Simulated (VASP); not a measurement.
The system is FeBrO.

```xyz
6
Lattice="3.9216 0.0000 0.0000 0.0000 8.2136 0.0000 0.0000 0.0000 3.4257" Properties=species:S:1:pos:R:3 pbc="T T T"
Fe    0.9804    0.9502    2.5693
Fe    2.9412    7.2635    0.8564
Br    0.9804    2.7107    0.8564
Br    2.9412    5.5029    2.5693
O     0.9804    7.8167    0.8564
O     2.9412    0.3969    2.5693
```

* Program: VASP 6.6.1
* Task: relaxation of cell and atoms
* Functional: r2SCAN
* Potentials or basis: VASP PAW PBE potentials, release 64 (Fe, Br, O)
* Cutoff: 600 eV
* k mesh: 5 × 3 × 5
* Occupations: fermi-dirac, width 0.0142 eV
* Spin: no spin polarisation

At the start: pressure -16.4 GPa; volume 18.39 Å³/atom.

Question: How do energy, volume and symmetry change on relaxing?

Answer: Over 23 steps the energy falls by 228.4 meV/atom and the volume is 16.18 Å³/atom (-12.0 %); space group Pmmn (No. 59, to 0.1 Å) before and after.

The path:
```csv
step,energy change (eV),largest force (eV/Å),pressure (GPa),volume (Å³)
1,0.0000,1.4281,-16.45,110.34
2,-0.7410,1.3162,20.32,82.83
3,-1.2979,0.7513,0.26,92.11
4,-1.2983,0.7261,0.80,91.77
5,-1.3269,0.2158,0.71,92.18
6,-1.3270,0.2069,0.74,92.17
7,-1.3395,0.2228,-0.18,93.17
8,-1.3413,0.2301,-0.64,93.75
9,-1.3480,0.0673,0.58,93.46
10,-1.3481,0.0772,0.76,93.42
11,-1.3548,0.0556,0.58,93.99
12,-1.3637,0.1023,0.13,95.66
13,-1.3678,0.0856,-0.06,96.22
14,-1.3690,0.0669,-0.26,96.84
15,-1.3691,0.0696,0.42,96.70
16,-1.3696,0.0442,0.09,96.77
17,-1.3701,0.0366,0.01,96.91
18,-1.3701,0.0474,0.00,96.94
19,-1.3702,0.0272,0.02,97.01
20,-1.3702,0.0200,-0.01,96.99
21,-1.3703,0.0088,0.10,97.00
22,-1.3703,0.0093,0.12,97.00
23,-1.3703,0.0085,0.03,97.08
```

Final structure:
```
Fe Br O
1.0
     3.66465    0.00000    0.00000
     0.00000    8.21129    0.00000
     0.00000    0.00000    3.22612
Fe Br O
2 2 2
Direct
  0.25000 0.09927 0.75000
  0.75000 0.90073 0.25000
  0.25000 0.31021 0.25000
  0.75000 0.68979 0.75000
  0.25000 0.95760 0.25000
  0.75000 0.04240 0.75000
```

Caveat: the k points lie up to 0.39 Å⁻¹ apart in the final cell, too coarse for converged energies and pressures of a metal; the PAW data sets were made with another functional, which shifts forces and pressure a little; the run has no spin polarisation, though such a crystal can be magnetic.
